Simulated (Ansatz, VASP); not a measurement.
**One calculation of AlN, two programs**

Contents of POSCAR:

```
AlN
1.0
    2.1630508498      2.1630508498      0.0000000000
   -2.1630508498      2.1630508498      0.0000000000
    0.0000000000      2.1630508498      2.2072582071
Al N
1 1
Direct
    0.0000000000      0.0000000000      0.0000000000
    0.2500000000      0.7500000000      0.5000000000
```

File INCAR.step1:

```
SYSTEM = AlN
ALGO = Normal
EDIFF = 1E-4
ENCUT = 520
GGA = PE
ISMEAR = 0
LASPH = .True.
LCHARG = .False.
LREAL = .False.
LWAVE = .True.
NBANDS = 11
NELM = 100
PREC = Accurate
SIGMA = 0.01
```

The input INCAR.step2:

```
SYSTEM = AlN
ALGO = Normal
EDIFF = 1E-6
ENCUT = 520
ISIF = 2
ISMEAR = 0
ISTART = 1
LASPH = .True.
LCHARG = .True.
LELF = .True.
LMIXTAU = .True.
LREAL = .False.
LVHAR = .True.
LWAVE = .False.
METAGGA = R2SCAN
NBANDS = 11
NELM = 100
PREC = Accurate
SIGMA = 0.01
```

The input KPOINTS:

```
k-points
0
Gamma
  10 10 10
  0 0 0
```

Input for Ansatz:

```yaml
crystal:
  lattice:
    - [2.16305084979, 2.16305084979, 0.0]
    - [-2.16305084979, 2.16305084979, 0.0]
    - [0.0, 2.16305084979, 2.20725820709]
  atoms:
    - { symbol: Al, position: [0.0, 0.0, 0.0] }
    - { symbol: "N", position: [0.25, 0.75, 0.5] }
kpoints:
  mp_grid: { grid: [10, 10, 10] }
scf:
  occupations: { method: fixed }
  convergence: { dr2_threshold: 1.0e-10 }
hamiltonian:
  xc: r2scan
  pseudopotentials: { kind: paw }
output:
  forces: true
  stress: true
  eigenstates:
    kpoints:
      - [0.0, 0.0, 0.0]
      - [-0.5, 0.5, 0.0]
      - [-0.5, -0.5, -0.5]
      - [0.0, 0.0, -0.5]
      - [0.0, -0.5, -0.5]
      - [0.0, 0.5, 0.0]
      - [-0.5, 0.0, 0.0]
      - [-0.5, 0.0, -0.5]
  eigenvalues: true
```

Change from the starting cell: film at in-plane strain -0.01.

Alike in both runs: task single point; functional r2SCAN; k mesh 10 × 10 × 10; no spin polarisation.

|  | VASP | Ansatz |
| --- | --- | --- |
| version | VASP 6.6.1 | Ansatz 0.2.0 |
| potentials or method | VASP PAW PBE potentials, release 64 (Al, N) | PAW with Ansatz's default frozen-core files, scalar-relativistic |
| plane-wave cutoff (eV) | 520 | 500 |
| occupations | gaussian, width 0.01 eV | fixed |
| valence electrons in the cell | 8 | 8 |

```csv
,VASP,Ansatz,Ansatz less VASP
gap on the k mesh at the Fermi level (eV),3.88,3.89,+0.008
pressure (GPa),1.7,2.1,+0.39
"traceless stress, the component that is largest in VASP (GPa)",-2.09,-2.09,+0.004
```

VASP's potentials were made for PBE, not for r2SCAN.
